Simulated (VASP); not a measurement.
# BN: single point with PBEsol

BN:

```
B N
1.0
    -2.54101    0.00000    0.00000
     1.27051   -2.20058    0.00000
     0.00000    0.00000   17.10989
B N
6 6
Direct
  0.33333 0.66667 0.04602
  0.33333 0.66667 0.29169
  0.33333 0.66667 0.53735
  0.66667 0.33333 0.66018
  0.66667 0.33333 0.16885
  0.66667 0.33333 0.41452
  0.33333 0.66667 0.69102
  0.33333 0.66667 0.19969
  0.33333 0.66667 0.44536
  0.66667 0.33333 0.56819
  0.66667 0.33333 0.07686
  0.66667 0.33333 0.32253
```

```
Program             : VASP 6.6.1
Task                : single point
Functional          : PBEsol
Potentials or basis : VASP PAW PBE potentials, release 64 (B, N)
Cutoff              : 520 eV
k mesh              : 10 × 10 × 2
Occupations         : gaussian, width 0.05 eV
Spin                : no spin polarisation
```

| Item | Value |
| --- | --- |
| Pressure | -1.9 GPa |
| Largest force | 2.846 eV/Å |
| Band gap on the k mesh | zero (band 24 reaches 5.26 eV, above the bottom of band 25 at 4.74 eV) |

Forces on the atoms (eV/Å):
```
B    0.000  0.000  0.739
B    0.000  0.000  0.528
B    0.000  0.000  0.792
B    0.000  0.000  2.846
B    0.000  0.000  0.766
B    0.000  0.000  0.581
N    0.000  0.000 -2.095
N    0.000  0.000 -0.498
N    0.000  0.000 -0.618
N    0.000  0.000 -1.222
N    0.000  0.000 -1.265
N    0.000  0.000 -0.552
```

Stress tensor (GPa, compression positive):
```
-3.57  0.00  0.00
 0.00 -3.57  0.00
 0.00  0.00  1.47
```

Levels at points of the mesh, in eV from the Fermi level:
| k point | band 20 | band 21 | band 22 | band 23 | band 24 | band 25 | band 26 | band 27 | band 28 | band 29 |
| --- | --- | --- | --- | --- | --- | --- | --- | --- | --- | --- |
| (0.00, 0.00, 0.00) | -1.26 | -1.26 | -0.42 | -0.25 | 0.44 | 0.44 | 6.01 | 6.45 | 6.45 | 7.08 |
| (0.50, 0.00, 0.00) | -4.60 | -4.17 | -3.70 | -2.06 | -0.23 | 0.11 | 4.28 | 4.86 | 5.48 | 6.10 |
| (0.00, 0.00, 0.50) | -1.26 | -1.26 | -0.49 | -0.18 | 0.44 | 0.44 | 5.99 | 6.45 | 6.45 | 7.07 |
| (0.50, 0.00, 0.50) | -4.60 | -4.17 | -3.70 | -2.06 | -0.23 | 0.11 | 4.28 | 4.86 | 5.49 | 6.09 |

It took 3.5 min on 1 thread of Intel Xeon 6975P-C (shared host), peak memory 0.25 GiB.

Caveat: the PAW data sets were made with another functional, which shifts forces and pressure a little.
